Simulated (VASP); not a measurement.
# MgRe3 (R3m) in VASP: single point with PBE

Aim: the single point of MgRe3 with PBE.

All numbers are computed with VASP 6.6.1; they aren't measurements. Logs are shortened: lines on timing, memory, paths and dates and some standing lists are left out, and cuts for length are marked.

**1. The cell of the first run**

Symmetry: R3m, No. 160, trigonal system. The conventional cell has a = 4.297 Å, b = 4.297 Å, c = 10.203 Å, α = 90.00°, β = 90.00°, γ = 120.00°. Mg (site symmetry 3m) has 11 Re at 2.16 to 2.88 Å within 2.9 Å. Within 3.4 Å of Re (site symmetry 3m) lie 4 Mg at 2.58 to 2.69 Å and 10 Re at 2.59 to 3.16 Å. Re (site symmetry 3m) has 8 Re at 2.58 to 2.71 Å and 6 Mg at 2.88 to 3.14 Å within 3.4 Å. Re (site symmetry 3m) has 4 Mg at 2.16 to 2.77 Å and 7 Re at 2.58 to 2.87 Å within 2.9 Å.

**2. Single point, PBE (strained and its atoms moved)**

File INCAR:

```
SYSTEM = MgRe3
PREC = Accurate ; ENCUT = 520
EDIFF = 1E-6 ; ISMEAR = 0
SIGMA = 0.1 ; LREAL = .False.
LASPH = .True. ; NELM = 100
ALGO = Normal ; ISIF = 2
LWAVE = .False. ; LCHARG = .True.
GGA = PE ; LELF = .True.
LVHAR = .True. ; NBANDS = 20
```

File KPOINTS:

```
Automatic mesh
0
Gamma
  12 12 12
  0 0 0
```

File POSCAR:

```
MgRe3
1.0
    0.0000000000      3.0386580979      3.0386580979
    2.9763675379      0.0622905600      2.9763675379
    3.0386580979      3.0386580979      0.0000000000
Mg Re
1 3
Direct
   -0.0184553919      0.0553661758     -0.0184553919
    0.2447368475      0.2657894576      0.2447368475
    0.5039984121      0.4880047637      0.5039984121
    0.7697201324      0.6908396029      0.7697201324
```

Potentials or basis: VASP PAW PBE potentials, release 64 (Mg, Re).

The run is started by

```console
> cat potpaw_PBE.64/Mg/POTCAR potpaw_PBE.64/Re/POTCAR > POTCAR
> mpirun -np 1 vasp_std > vasp.out
```

OUTCAR:

```text
SYSTEM = MgRe3
   PREC = Accurate
   ENCUT = 520
   EDIFF = 1E-6
   ISMEAR = 0
   LREAL = .False.
   LASPH = .True.
   NELM = 100
   ISIF = 2
   GGA = PE

 ion  position               nearest neighbor table
   1  0.982  0.055  0.982-   4 2.16   2 2.58   2 2.58   2 2.58   2 2.69   4 2.77   4 2.77   4 2.77
                             3 2.88   3 2.88   3 2.88   3 3.14   3 3.14   3 3.14
   2  0.245  0.266  0.245-   1 2.58   1 2.58   1 2.58   3 2.59   3 2.59   3 2.59   3 2.65   1 2.69
                             4 2.87   4 2.87   4 2.87   4 3.16   4 3.16   4 3.16
   3  0.504  0.488  0.504-   4 2.58   4 2.58   4 2.58   2 2.59   2 2.59   2 2.59   2 2.65   4 2.71
                             1 2.88   1 2.88   1 2.88   1 3.14   1 3.14   1 3.14
   4  0.770  0.691  0.770-   1 2.16   3 2.58   3 2.58   3 2.58   3 2.71   1 2.77   1 2.77   1 2.77
                             2 2.87   2 2.87   2 2.87   2 3.16   2 3.16   2 3.16

  LATTYP: Found a trigonal (rhomboedric) cell.
 ALAT       =     4.2096802201
 COS(alpha) =     0.4789667239

  Lattice vectors:

 A1 = (  -0.0622905600,  -2.9763675379,   2.9763675379)
 A2 = (   2.9763675379,  -2.9763675379,  -0.0622905600)
 A3 = (   2.9763675379,   0.0622905600,   2.9763675379)

Analysis of symmetry for initial positions (statically):
=====================================================================
 Subroutine PRICEL returns:
 Original cell was already a primitive cell.

 Routine SETGRP: Setting up the symmetry group for a
 trigonal (rhombohedral) supercell.

 Subroutine GETGRP returns: Found  6 space group operations
 (whereof  6 operations were pure point group operations)
 out of a pool of 12 trial point group operations.

The static configuration has the point symmetry C_3v.

Analysis of symmetry for dynamics (positions and initial velocities):
=====================================================================
 Subroutine PRICEL returns:
 Original cell was already a primitive cell.

 Routine SETGRP: Setting up the symmetry group for a
 trigonal (rhombohedral) supercell.

 Subroutine GETGRP returns: Found  6 space group operations
 (whereof  6 operations were pure point group operations)
 out of a pool of 12 trial point group operations.

The dynamic configuration has the point symmetry C_3v.

 Subroutine INISYM returns: Found  6 space group operations
 (whereof  6 operations are pure point group operations),
 and found     1 'primitive' translations

----------------------------------------------------------------------------------------

                                     Primitive cell

  volume of cell :      54.3891

  direct lattice vectors                    reciprocal lattice vectors
     0.000000000  3.038658098  3.038658098    -0.166286370  0.166286370  0.162806265
     2.976367538  0.062290560  2.976367538     0.169766475 -0.169766475  0.169766475
     3.038658098  3.038658098  0.000000000     0.162806265  0.166286370 -0.166286370

  length of vectors
     4.297311493  4.209680220  4.297311493     0.286021317  0.294044160  0.286021317

  position of ions in fractional coordinates (direct lattice)
     0.981544608  0.055366176  0.981544608
     0.244736848  0.265789458  0.244736848
     0.503998412  0.488004764  0.503998412
     0.769720132  0.690839603  0.769720132

  ion indices of the primitive-cell ions
   primitive index   ion index
                 1           1
                 2           2
                 3           3
                 4           4

----------------------------------------------------------------------------------------

 KPOINTS: Automatic mesh

Automatic generation of k-mesh.
 Grid dimensions read from file:
 generate k-points for:   12   12   12

 Generating k-lattice:

  Cartesian coordinates                     Fractional coordinates (reciprocal lattice)
    -0.013857197  0.013857197  0.013567189     0.083333333 -0.000000000  0.000000000
     0.014147206 -0.014147206  0.014147206     0.000000000  0.083333333  0.000000000
     0.013567189  0.013857197 -0.013857197     0.000000000 -0.000000000  0.083333333

  Length of vectors
     0.023835110  0.024503680  0.023835110

  Shift w.r.t. Gamma in fractional coordinates (k-lattice)
     0.000000000  0.000000000  0.000000000

 Subroutine IBZKPT returns following result:
 ===========================================

 Found    189 irreducible k-points:

 Following reciprocal coordinates:
            Coordinates               Weight
  0.000000  0.000000  0.000000      1.000000
  0.083333  0.000000  0.000000      6.000000
  0.166667  0.000000  0.000000      6.000000
  0.250000 -0.000000  0.000000      6.000000
  0.333333 -0.000000  0.000000      6.000000
  0.416667 -0.000000  0.000000      6.000000
[... 16 lines left out ...]
  0.250000  0.166667  0.000000      6.000000
  0.333333  0.166667  0.000000      6.000000
 [... further k-points ...]
   k-points           NKPTS =    189   k-points in BZ     NKDIM =    189   number of bands    NBANDS=     20
   number of dos      NEDOS =    301   number of ions     NIONS =      4
   total plane-waves  NPLWV =  32768
   dimension x,y,z NGX =    32 NGY =   32 NGZ =   32
   dimension x,y,z NGXF=    64 NGYF=   64 NGZF=   64
   ions per type =               1   3
   NGX,Y,Z   is equivalent  to a cutoff of  12.38, 12.64, 12.38 a.u.
   NGXF,Y,Z  is equivalent  to a cutoff of  24.76, 25.27, 24.76 a.u.
 SYSTEM =  MgRe3
   PREC   = accura    normal or accurate (medium, high low for compatibility)
   ISTART =      0    job   : 0-new  1-cont  2-samecut
   ICHARG =      2    charge: 1-file 2-atom 10-const
   ISPIN  =      1    spin polarized calculation?
   LNONCOLLINEAR =      F non collinear calculations
   LSORBIT =      F    spin-orbit coupling
   LASPH  =      T    aspherical Exc in radial PAW
   ENCUT  =  520.0 eV  38.22 Ry    6.18 a.u.   7.99  7.83  7.99*2*pi/ulx,y,z
   NELM   =    100;   NELMIN=  2; NELMDL= -5     # of ELM steps
   EDIFF  = 0.1E-05   stopping-criterion for ELM
   LREAL  =      F    real-space projection
   EDIFFG = 0.1E-04   stopping-criterion for IOM
   NSW    =      0    number of steps for IOM
   IBRION =     -1    ionic relax: 0-MD 1-quasi-New 2-CG
   NFREE  =      0    steps in history (QN), initial steepest desc. (CG)
   ISIF   =      2    stress and relaxation
   ISYM   =      2    0-nonsym 1-usesym 2-fastsym
   POTIM  = 0.5000    time-step for ionic-motion
   TEBEG  =    0.0;   TEEND  =   0.0 temperature during run
   PSTRESS=    0.0 pullay stress
   NELECT =      23.0000    total number of electrons
   NUPDOWN=      -1.0000    fix difference up-down
   EMIN   =  10.00;   EMAX   =-10.00  energy-range for DOS
   EFERMI =   0.00;   METHOD = LEGACY
   ISMEAR =     0;   SIGMA  =   0.10  broadening in eV -4-tet -1-fermi 0-gaus
   EFERMI_NEDOS =   21; number of points for ismear=-14 and -15
   IALGO  =     38    algorithm
   IMIX   =      4    mixing-type and parameters
     AMIX     =   0.40;   BMIX     =  1.00
     AMIX_MAG =   1.60;   BMIX_MAG =  1.00
  volume/ion in A,a.u.               =      13.60        91.76
  Fermi-wavevector in a.u.,A,eV,Ry     =   1.228797  2.322090 20.544014  1.509942
  Thomas-Fermi vector in A             =   2.363709
   LORBIT       =      0    0 simple, 1 ext, 2 COOP (PROOUT), +10 PAW based schemes
   GGA     = PE    functional components
   LHFCALC =     F    Hartree Fock is set to
   AEXX    =    0.0000 exact exchange contribution
   IVDW    =     0    specifies the selected vdW correction
   LEPSILON=     F    determine dielectric tensor
   LRPA    =     F    only Hartree local field effects (RPA)
 non-spin polarized calculation
 Gauss-broadening in eV      SIGMA  =   0.10
  energy-cutoff  :      520.00
  volume of cell :       54.39
 maximum number of plane-waves:      1478
   NGX = 15   NGY = 15   NGZ = 15

 number of electron      23.0000001 magnetization

 Free energy of the ion-electron system (eV)
  ---------------------------------------------------
  ext. energy  EPLUGINS =         0.00000000
  ---------------------------------------------------
  free energy    TOTEN  =       -35.89675697 eV

  energy without entropy =      -35.88276758  energy(sigma->0) =      -35.88976227

 E-fermi :   8.1937     XC(G=0): -13.2310

 val. band max:        8.1930745895   @ k =  -0.4167   0.5000   0.0833
 cond. band min:       8.1950481886   @ k =   0.4167  -0.0000   0.1667
 fundamental gap:      0.0019735992
 Fermi energy:         8.1936707906

 k-point     1 :       0.0000    0.0000    0.0000
  band No.  band energies     occupation
      1      -2.0099      2.00000
      2       2.2669      2.00000
      3       2.2669      2.00000
      4       3.9233      2.00000
      5       3.9233      2.00000
      6       4.1717      2.00000
[... 12 lines left out ...]
     19      16.5938      0.00000
     20      16.6897      0.00000

 k-point     2 :       0.0833    0.0000    0.0000
  band No.  band energies     occupation
      1      -1.8853      2.00000
      2       2.2948      2.00000
      3       2.3297      2.00000
      4       3.7590      2.00000
      5       3.9737      2.00000
      6       4.1365      2.00000
[... 12 lines left out ...]
     19      16.4432      0.00000
     20      16.7390      0.00000

 k-point     3 :       0.1667    0.0000    0.0000
  band No.  band energies     occupation
      1      -1.5204      2.00000
      2       2.3835      2.00000
      3       2.4997      2.00000
      4       3.4959      2.00000
      5       4.0554      2.00000
      6       4.0795      2.00000
[... 12 lines left out ...]
     19      16.1385      0.00000
     20      16.8608      0.00000

 k-point     4 :       0.2500   -0.0000    0.0000
  band No.  band energies     occupation
      1      -0.9428      2.00000
      2       2.5385      2.00000
      3       2.7027      2.00000
      4       3.3850      2.00000
      5       3.9489      2.00000
      6       4.1376      2.00000
[... 429 lines left out ...]
 k-point    23 :       0.2500    0.1667    0.0000
  band No.  band energies     occupation
      1      -0.9404      2.00000
      2       2.2439      2.00000
      3       2.7690      2.00000
      4       3.5684      2.00000
      5       3.7493      2.00000
      6       4.0170      2.00000
[... 12 lines left out ...]
     19      14.5694      0.00000
     20      16.6571      0.00000

 k-point    24 :       0.3333    0.1667    0.0000
  band No.  band energies     occupation
      1      -0.3365      2.00000
      2       2.2112      2.00000
      3       2.9909      2.00000
      4       3.2442      2.00000
      5       3.7127      2.00000
      6       4.0154      2.00000
[... 12 lines left out ...]
     19      14.2797      0.00000
     20      16.8106      0.00000

 [... further k-points ...]
[... 5 lines left out ...]
  --------------------------------------------------------------------------------------
  -------------------------------------------------------------------------------------
  Total       13.8043447     13.8043447     13.8043447     -2.2752578     -2.2752578      2.2752578
  in kB      406.6442480    406.6442480    406.6442480    -67.0238611    -67.0238611     67.0238611
  external PRESSURE =     406.6442480 kB  Pullay stress =       0.0000000 kB

 VOLUME and BASIS-vectors are now :
 -----------------------------------------------------------------------------
  energy-cutoff  :      520.00
  volume of cell :       54.39
      direct lattice vectors                 reciprocal lattice vectors
     0.000000000  3.038658098  3.038658098    -0.166286370  0.166286370  0.162806265
     2.976367538  0.062290560  2.976367538     0.169766475 -0.169766475  0.169766475
     3.038658098  3.038658098  0.000000000     0.162806265  0.166286370 -0.166286370

 POSITION                                       TOTAL-FORCE (eV/Angst)
 -----------------------------------------------------------------------------------
      3.14737      5.96861      3.14737        -3.654643      3.654643     -3.654643
      1.53476      1.50390      1.53476        -0.828978      0.828978     -0.828978
      2.98396      3.09336      2.98396         0.243339     -0.243339      0.243339
      4.39511      4.72087      4.39511         4.240282     -4.240282      4.240282
 -----------------------------------------------------------------------------------
    total drift:                               -0.000033      0.000034     -0.000033

  FREE ENERGIE OF THE ION-ELECTRON SYSTEM (eV)
  ---------------------------------------------------
  free  energy   TOTEN  =       -35.8967569653 eV

  energy  without entropy=      -35.8827675821  energy(sigma->0) =      -35.88976227
```

It took 89 s on 1 thread of Intel Xeon 6975P-C (Granite Rapids), shared host; peak memory 0.32 GiB.

Results:

```
Free energy   : -35.8968 eV
Pressure      : 40.7 GPa
Largest force : 7.344 eV/Å
```

Forces on the atoms (eV/Å):
```
Mg  -3.655  3.655 -3.655
Re  -0.829  0.829 -0.829
Re   0.243 -0.243  0.243
Re   4.240 -4.240  4.240
```

Caveat: the cell differs from its parent crystal (strained and its atoms moved); spin-orbit coupling is left out, which moves the levels of the heavy elements; forces of over 1 eV/Å act on the atoms, so gaps and moduli don't describe the material at rest.
